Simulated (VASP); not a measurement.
Runs of VASP 6.6.1 on Ca3PbN. Symmetry: Pm-3m, No. 221, cubic system. Conventional cell: a = 5.954 Å, b = 5.954 Å, c = 5.954 Å, α = 90.00°, β = 90.00°, γ = 90.00°. Ca (site symmetry 4/mmm) has 2 Pb at 2.98 Å within 3.9 Å. Within 3.9 Å of Pb (site symmetry m-3m) lie 6 Ca at 2.98 Å. N (site symmetry m-3m) has 12 Ca at 4.21 Å and 8 Pb at 5.16 Å within 5.5 Å. 

```csv
smearing,gap on the mesh (eV),pressure (GPa)
fermi-dirac 0.2 eV,none,-1.5
fermi-dirac 0.1 eV,none,-1.6
fermi-dirac 0.3 eV,none,(a)
fermi-dirac 0.5 eV,none,-0.7
```

Alike in all rows: task single point; level PBEsol; potentials or basis VASP PAW PBE potentials, release 64 (Ca_sv, Pb_d, N); no spin polarisation; cell as given; k mesh 3 × 3 × 3; cutoff (eV) 520.

Problem. Fill in the values left out.

Solution. (a) -1.4.

Caveats: the PAW data sets were made with another functional, which shifts forces and pressure a little; spin-orbit coupling is left out, which moves the levels of the heavy elements; so wide a smearing shifts energies and pressures (at least some runs).

A k mesh can miss the band edges, and the runs leave out spin-orbit coupling on Pb.

A gap of «none» marks levels without a gap at the run's occupations.
